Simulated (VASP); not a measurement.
# CoO in VASP: a series of runs

Aim: see how the results for CoO move with the level of theory and the settings. Levels: LDA, PBEsol. Tasks: single point.

All numbers are computed with VASP 6.6.1; they aren't measurements. Logs are shortened: lines on timing, memory, paths and dates and some standing lists are left out, and cuts for length are marked.

## 1. The cell of the first run

The typed cell holds 2 atoms: a = 2.998 Å, b = 2.998 Å, c = 2.998 Å, α = 119.60°, β = 119.60°, γ = 90.69°.

## 2. Single point, LDA, collinear spin, ferromagnetic start

INCAR

```
SYSTEM = CoO
PREC = Accurate
ENCUT = 520
EDIFF = 1E-6
ISMEAR = -1
SIGMA = 0.05
LREAL = .False.
LASPH = .True.
NELM = 150
ALGO = Normal
ISIF = 2
LWAVE = .False.
LCHARG = .False.
ISPIN = 2
MAGMOM = 2 0
LORBIT = 11
LMAXMIX = 4
NBANDS = 18
```

KPOINTS

```
Automatic mesh
0
Gamma
  7 7 7
  0 0 0
```

POSCAR

```
CoO
1.0
   -1.5080000000      1.5080000000      2.1072475377
    1.5080000000     -1.5080000000      2.1072475377
    1.5080000000      1.5080000000     -2.1072475377
Co O
1 1
Direct
    0.0038150000      0.0023350000     -0.0008620000
    0.4991960000      0.5036210000      0.0040850000
```

Potentials or basis: VASP PAW LDA potentials, release 64 (Co, O).

Started as:

```
$ cat potpaw_LDA.64/Co/POTCAR potpaw_LDA.64/O/POTCAR > POTCAR
$ mpirun -np 1 vasp_std > vasp.out
```

OUTCAR:

```text
SYSTEM = CoO
   PREC = Accurate
   ENCUT = 520
   EDIFF = 1E-6
   ISMEAR = -1
   LREAL = .False.
   LASPH = .True.
   NELM = 150
   ISIF = 2
   ISPIN = 2
   LORBIT = 11

 ion  position               nearest neighbor table
   1  0.004  0.002  0.999-   2 2.09   2 2.12   2 2.12   2 2.12   2 2.14   2 2.15
   2  0.499  0.504  0.004-   1 2.09   1 2.12   1 2.12   1 2.12   1 2.14   1 2.15

  LATTYP: Found a body centered tetragonal cell.
 ALAT       =     3.0160000000
 C/A-ratio  =     1.3973790038

  Lattice vectors:

 A1 = (  -1.5080000000,   1.5080000000,   2.1072475377)
 A2 = (   1.5080000000,  -1.5080000000,   2.1072475377)
 A3 = (   1.5080000000,   1.5080000000,  -2.1072475377)

Analysis of symmetry for initial positions (statically):
=====================================================================
 Subroutine PRICEL returns:
 Original cell was already a primitive cell.

 Routine SETGRP: Setting up the symmetry group for a
 body centered tetragonal supercell.

 Subroutine GETGRP returns: Found  1 space group operations
 (whereof  1 operations were pure point group operations)
 out of a pool of 16 trial point group operations.

The static configuration has the point symmetry C_1 .

Analysis of symmetry for dynamics (positions and initial velocities):
=====================================================================
 Subroutine PRICEL returns:
 Original cell was already a primitive cell.

 Routine SETGRP: Setting up the symmetry group for a
 body centered tetragonal supercell.

 Subroutine GETGRP returns: Found  1 space group operations
 (whereof  1 operations were pure point group operations)
 out of a pool of 16 trial point group operations.

The dynamic configuration has the point symmetry C_1 .

Analysis of structural, dynamic, and magnetic symmetry:
=====================================================================
 Subroutine PRICEL returns:
 Original cell was already a primitive cell.

 Routine SETGRP: Setting up the symmetry group for a
 body centered tetragonal supercell.

 Subroutine GETGRP returns: Found  1 space group operations
 (whereof  1 operations were pure point group operations)
 out of a pool of 16 trial point group operations.

The overall configuration has the point symmetry C_1 .

 Subroutine INISYM returns: Found  1 space group operations
 (whereof  1 operations are pure point group operations),
 and found     1 'primitive' translations

----------------------------------------------------------------------------------------

                                     Primitive cell

  volume of cell :      19.1681

  direct lattice vectors                    reciprocal lattice vectors
    -1.508000000  1.508000000  2.107247538     0.000000000  0.331564987  0.237276348
     1.508000000 -1.508000000  2.107247538     0.331564987  0.000000000  0.237276348
     1.508000000  1.508000000 -2.107247538     0.331564987  0.331564987  0.000000000

  length of vectors
     2.998102764  2.998102764  2.998102764     0.407719764  0.407719764  0.468903701

  position of ions in fractional coordinates (direct lattice)
     0.003815000  0.002335000  0.999138000
     0.499196000  0.503621000  0.004085000

  ion indices of the primitive-cell ions
   primitive index   ion index
                 1           1
                 2           2

----------------------------------------------------------------------------------------

 KPOINTS: Automatic mesh

Automatic generation of k-mesh.
 Grid dimensions read from file:
 generate k-points for:    7    7    7

 Generating k-lattice:

  Cartesian coordinates                     Fractional coordinates (reciprocal lattice)
     0.000000000  0.047366427  0.033896621     0.142857143  0.000000000 -0.000000000
     0.047366427  0.000000000  0.033896621     0.000000000  0.142857143 -0.000000000
     0.047366427  0.047366427  0.000000000     0.000000000  0.000000000  0.142857143

  Length of vectors
     0.058245681  0.058245681  0.066986243

  Shift w.r.t. Gamma in fractional coordinates (k-lattice)
     0.000000000  0.000000000  0.000000000

 Subroutine IBZKPT returns following result:
 ===========================================

 Found    172 irreducible k-points:

 Following reciprocal coordinates:
            Coordinates               Weight
  0.000000  0.000000  0.000000      1.000000
  0.142857 -0.000000  0.000000      2.000000
 -0.000000  0.142857  0.000000      2.000000
 -0.000000  0.142857 -0.142857      2.000000
  0.142857 -0.000000 -0.142857      2.000000
  0.285714  0.000000 -0.000000      2.000000
[... 16 lines left out ...]
 -0.428571  0.000000  0.142857      2.000000
 -0.285714 -0.142857  0.428571      2.000000
 [... further k-points ...]
   k-points           NKPTS =    172   k-points in BZ     NKDIM =    172   number of bands    NBANDS=     18
   number of dos      NEDOS =    301   number of ions     NIONS =      2
   total plane-waves  NPLWV =  13824
   dimension x,y,z NGX =    24 NGY =   24 NGZ =   24
   dimension x,y,z NGXF=    48 NGYF=   48 NGZF=   48
   ions per type =               1   1
   NGX,Y,Z   is equivalent  to a cutoff of  13.31, 13.31, 13.31 a.u.
   NGXF,Y,Z  is equivalent  to a cutoff of  26.62, 26.62, 26.62 a.u.
 SYSTEM =  CoO
   PREC   = accura    normal or accurate (medium, high low for compatibility)
   ISTART =      0    job   : 0-new  1-cont  2-samecut
   ICHARG =      2    charge: 1-file 2-atom 10-const
   ISPIN  =      2    spin polarized calculation?
   LNONCOLLINEAR =      F non collinear calculations
   LSORBIT =      F    spin-orbit coupling
   LASPH  =      T    aspherical Exc in radial PAW
   ENCUT  =  520.0 eV  38.22 Ry    6.18 a.u.   5.57  5.57  5.57*2*pi/ulx,y,z
   NELM   =    150;   NELMIN=  2; NELMDL= -5     # of ELM steps
   EDIFF  = 0.1E-05   stopping-criterion for ELM
   LREAL  =      F    real-space projection
   EDIFFG = 0.1E-04   stopping-criterion for IOM
   NSW    =      0    number of steps for IOM
   IBRION =     -1    ionic relax: 0-MD 1-quasi-New 2-CG
   NFREE  =      0    steps in history (QN), initial steepest desc. (CG)
   ISIF   =      2    stress and relaxation
   ISYM   =      2    0-nonsym 1-usesym 2-fastsym
   POTIM  = 0.5000    time-step for ionic-motion
   TEBEG  =    0.0;   TEEND  =   0.0 temperature during run
   PSTRESS=    0.0 pullay stress
   NELECT =      15.0000    total number of electrons
   NUPDOWN=      -1.0000    fix difference up-down
   EMIN   =  10.00;   EMAX   =-10.00  energy-range for DOS
   EFERMI =   0.00;   METHOD = LEGACY
   ISMEAR =    -1;   SIGMA  =   0.05  broadening in eV -4-tet -1-fermi 0-gaus
   EFERMI_NEDOS =   21; number of points for ismear=-14 and -15
   IALGO  =     38    algorithm
   IMIX   =      4    mixing-type and parameters
     AMIX     =   0.40;   BMIX     =  1.00
     AMIX_MAG =   1.60;   BMIX_MAG =  1.00
  volume/ion in A,a.u.               =       9.58        64.68
  Fermi-wavevector in a.u.,A,eV,Ry     =   1.508618  2.850874 30.965868  2.275927
  Thomas-Fermi vector in A             =   2.619048
   LORBIT       =     11    0 simple, 1 ext, 2 COOP (PROOUT), +10 PAW based schemes
   GGA     = CA    functional components
   LHFCALC =     F    Hartree Fock is set to
   AEXX    =    0.0000 exact exchange contribution
   IVDW    =     0    specifies the selected vdW correction
   LEPSILON=     F    determine dielectric tensor
   LRPA    =     F    only Hartree local field effects (RPA)
 spin polarized calculation
  energy-cutoff  :      520.00
  volume of cell :       19.17
 maximum number of plane-waves:       531
   NGX = 11   NGY = 11   NGZ = 11

 number of electron      15.0000003 magnetization       2.6056270

 Free energy of the ion-electron system (eV)
  ---------------------------------------------------
  ext. energy  EPLUGINS =         0.00000000
  ---------------------------------------------------
  free energy    TOTEN  =       -14.68781434 eV

  energy without entropy =      -14.65319362  energy(sigma->0) =      -14.67050398

 E-fermi :   7.7709     XC(G=0): -12.9344

 val. band max:        7.7686280252   @ k =  -0.1429   0.1429   0.4286
 cond. band min:       7.7751977892   @ k =  -0.1429   0.1429   0.2857
 fundamental gap:      0.0065697640
 Fermi energy:         7.7708627965

 spin component 1

 k-point     1 :       0.0000    0.0000    0.0000
  band No.  band energies     occupation
      1     -12.4160      1.00000
      2       4.3347      1.00000
      3       4.3774      1.00000
      4       4.3814      1.00000
      5       4.8598      1.00000
      6       4.8710      1.00000
[... 10 lines left out ...]
     17      29.4480      0.00000
     18      32.3914      0.00000

 k-point     2 :       0.1429   -0.0000    0.0000
  band No.  band energies     occupation
      1     -12.2013      1.00000
      2       2.8820      1.00000
      3       3.3018      1.00000
      4       3.3352      1.00000
      5       4.9978      1.00000
      6       5.0330      1.00000
[... 10 lines left out ...]
     17      31.6534      0.00000
     18      34.9755      0.00000

 k-point     3 :      -0.0000    0.1429    0.0000
  band No.  band energies     occupation
      1     -12.2014      1.00000
      2       2.8784      1.00000
      3       3.3165      1.00000
      4       3.3261      1.00000
      5       4.9974      1.00000
      6       5.0313      1.00000
[... 412 lines left out ...]
 k-point    23 :      -0.4286    0.0000    0.1429
  band No.  band energies     occupation
      1     -11.3896      1.00000
      2       0.3603      1.00000
      3       1.9309      1.00000
      4       2.1960      1.00000
      5       5.3963      1.00000
      6       5.4657      1.00000
[... 10 lines left out ...]
     17      35.5304      0.00000
     18      36.4482      0.00000

 k-point    24 :      -0.2857   -0.1429    0.4286
  band No.  band energies     occupation
      1     -11.3895      1.00000
      2       0.3612      1.00000
      3       1.9305      1.00000
      4       2.1926      1.00000
      5       5.3968      1.00000
      6       5.4676      1.00000
[... 10 lines left out ...]
     17      35.5278      0.00000
     18      36.4508      0.00000

 [... further k-points ...]

 spin component 2

 k-point     1 :       0.0000    0.0000    0.0000
  band No.  band energies     occupation
      1     -11.9810      1.00000
      2       4.8371      1.00000
      3       4.8884      1.00000
      4       4.8891      1.00000
      5       6.6234      1.00000
      6       6.6269      1.00000
[... 10 lines left out ...]
     17      30.2036      0.00000
     18      33.1240      0.00000

 k-point     2 :       0.1429   -0.0000    0.0000
  band No.  band energies     occupation
      1     -11.7628      1.00000
      2       3.4731      1.00000
      3       4.2191      1.00000
      4       4.2513      1.00000
      5       6.8338      1.00000
      6       6.8532      1.00000
[... 10 lines left out ...]
     17      32.2480      0.00000
     18      35.7252      0.00000

 k-point     3 :      -0.0000    0.1429    0.0000
  band No.  band energies     occupation
      1     -11.7628      1.00000
      2       3.4719      1.00000
      3       4.2251      1.00000
      4       4.2476      1.00000
      5       6.8346      1.00000
      6       6.8493      1.00000
[... 412 lines left out ...]
 k-point    23 :      -0.4286    0.0000    0.1429
  band No.  band energies     occupation
      1     -10.9335      1.00000
      2       0.9211      1.00000
      3       2.9649      1.00000
      4       2.9811      1.00000
      5       7.2658      0.99996
      6       7.4410      0.99864
[... 10 lines left out ...]
     17      35.9489      0.00000
     18      36.9596      0.00000

 k-point    24 :      -0.2857   -0.1429    0.4286
  band No.  band energies     occupation
      1     -10.9335      1.00000
      2       0.9219      1.00000
      3       2.9633      1.00000
      4       2.9796      1.00000
      5       7.2661      0.99996
      6       7.4428      0.99859
[... 10 lines left out ...]
     17      35.9459      0.00000
     18      36.9628      0.00000

 [... further k-points ...]

------------------------ aborting loop because EDIFF is reached ----------------------------------------

  FORCE on cell =-STRESS in cart. coord.  units (eV):
  Direction    XX          YY          ZZ          XY          YZ          ZX
  --------------------------------------------------------------------------------------
  -------------------------------------------------------------------------------------
  Total       -2.4440772     -2.4418995     -2.4594009     -0.0005080     -0.0002118      0.0023493
  in kB     -204.2900785   -204.1080517   -205.5709177     -0.0424624     -0.0177019      0.1963665
  external PRESSURE =    -204.6563493 kB  Pullay stress =       0.0000000 kB

 VOLUME and BASIS-vectors are now :
 -----------------------------------------------------------------------------
  energy-cutoff  :      520.00
  volume of cell :       19.17
      direct lattice vectors                 reciprocal lattice vectors
    -1.508000000  1.508000000  2.107247538     0.000000000  0.331564987  0.237276348
     1.508000000 -1.508000000  2.107247538     0.331564987  0.000000000  0.237276348
     1.508000000  1.508000000 -2.107247538     0.331564987  0.331564987  0.000000000

 POSITION                                       TOTAL-FORCE (eV/Angst)
 -----------------------------------------------------------------------------------
      1.50447      1.50893     -2.09247        -0.011214      0.001019      0.001728
      0.01283     -0.00051      2.10458         0.011214     -0.001019     -0.001728
 -----------------------------------------------------------------------------------
    total drift:                               -0.000174     -0.000001      0.000002

  FREE ENERGIE OF THE ION-ELECTRON SYSTEM (eV)
  ---------------------------------------------------
  free  energy   TOTEN  =       -14.6878143391 eV

  energy  without entropy=      -14.6531936165  energy(sigma->0) =      -14.67050398

 total charge

# of ion       s       p       d       tot
------------------------------------------
    1        0.297   0.362   7.204   7.864
    2        1.547   3.377   0.000   4.924
--------------------------------------------------
tot          1.845   3.739   7.204  12.788

 magnetization (x)

# of ion       s       p       d       tot
------------------------------------------
    1        0.019   0.018   2.257   2.294
    2        0.028   0.228   0.000   0.256
--------------------------------------------------
tot          0.047   0.245   2.257   2.549
```

Run time: 2.9 min. Hardware: 1 thread of AMD EPYC 7R43 (Zen 3), shared host; peak memory 0.16 GiB.

Results:

```yaml
Free_energy: -14.6878 eV
Pressure: -20.5 GPa
Largest_force: 0.011 eV/Å
Net_moment: 2.61 μB per cell
Site_moments: Co +2.29; O +0.26 μB
Valence_electrons_inside_the_program's_atomic_spheres: Co 7.86; O 4.92
```

Forces in eV/Å, atoms in the order of the input:
```
Co  -0.011  0.001  0.002
O    0.011 -0.001 -0.002
```

Caveat: the k points lie up to 0.42 Å⁻¹ apart; a cell with one magnetic atom can't hold antiferromagnetic order, which such compounds often take; semilocal functionals often make such compounds metallic where correlation or magnetic order opens a gap, which also shifts bond lengths.

## 3. Single point, PBEsol, collinear spin, ferromagnetic start

INCAR

```
SYSTEM = CoO
  PREC = Accurate
  ENCUT = 520
  EDIFF = 1E-7
  ISMEAR = -1
  SIGMA = 0.05
  LREAL = .FALSE.
  LASPH = .TRUE.
  NELM = 150
  ALGO = Normal
  ISIF = 2
  LWAVE = .FALSE.
  LCHARG = .FALSE.
  ISPIN = 2
  MAGMOM = 1.71 0
  LORBIT = 11
  LMAXMIX = 4
  GGA = PS
  NBANDS = 18
```

KPOINTS

```
Automatic mesh
0
G
  12 12 12
  0 0 0
```

POSCAR

```
CoO
1.0
   -1.5080000000      1.5080000000      2.1072475377
    1.5080000000     -1.5080000000      2.1072475377
    1.5080000000      1.5080000000     -2.1072475377
Co O
1 1
Direct
    0.0000000000      0.0000000000      0.0000000000
    0.5000000000      0.5000000000      0.0000000000
```

Potentials or basis: VASP PAW PBE potentials, release 64 (Co, O).

Started as:

```
$ cat potpaw_PBE.64/Co/POTCAR potpaw_PBE.64/O/POTCAR > POTCAR
$ mpirun -np 1 vasp_std > vasp.out
```

Run time: 1.9 min. Hardware: 1 thread of Intel Xeon Platinum 8375C at 2.90GHz (Ice Lake), shared host; peak memory 0.21 GiB.

The run converged. Its results:

```yaml
Free_energy: -13.9708 eV
Pressure: -9.7 GPa
Net_moment: 2.92 μB per cell
Site_moments: Co +2.56; O +0.31 μB
Valence_electrons_inside_the_program's_atomic_spheres: Co 7.82; O 4.95
```

Stress tensor (GPa, compression positive):
```
-9.81  0.00  0.00
 0.00 -9.81  0.00
 0.00  0.00 -9.53
```

Levels at points of the mesh, in eV from the Fermi level:
Spin up:
| k point | band 5 | band 6 | band 7 | band 8 | band 9 | band 10 | band 11 | band 12 | band 13 | band 14 |
| --- | --- | --- | --- | --- | --- | --- | --- | --- | --- | --- |
| (0.00, 0.00, 0.00) | -3.25 | -3.25 | -3.18 | -3.18 | -3.09 | 0.89 | 16.60 | 17.96 | 17.96 | 18.00 |
| (0.50, 0.00, 0.00) | -2.42 | -2.39 | -1.86 | 0.05 | 0.13 | 4.87 | 9.26 | 13.14 | 13.41 | 20.34 |
| (0.50, 0.50, 0.00) | -4.06 | -2.94 | -2.40 | -2.13 | -2.10 | 5.74 | 9.62 | 11.54 | 15.59 | 15.79 |
| (0.50, 0.50, 0.50) | -4.01 | -2.91 | -2.40 | -2.14 | -2.14 | 5.74 | 9.78 | 11.40 | 15.54 | 15.54 |
Spin down:
```csv
k point,band 2,band 3,band 4,band 5,band 6,band 7,band 8,band 9,band 10,band 11
"(0.00, 0.00, 0.00)",-2.69,-2.63,-2.63,-1.14,-1.14,-1.09,-0.16,-0.14,1.45,16.54
"(0.50, 0.00, 0.00)",-7.76,-4.80,-4.76,-0.14,-0.11,0.19,2.55,2.62,5.18,10.07
"(0.50, 0.50, 0.00)",-6.57,-3.97,-3.87,-2.29,0.13,0.16,0.32,0.83,6.58,10.13
"(0.50, 0.50, 0.50)",-6.55,-3.95,-3.95,-2.30,0.15,0.15,0.36,0.82,6.58,10.27
```

Caveat: the PAW data sets were made with another functional, which shifts forces and pressure a little; a cell with one magnetic atom can't hold antiferromagnetic order, which such compounds often take; semilocal functionals often make such compounds metallic where correlation or magnetic order opens a gap, which also shifts bond lengths.
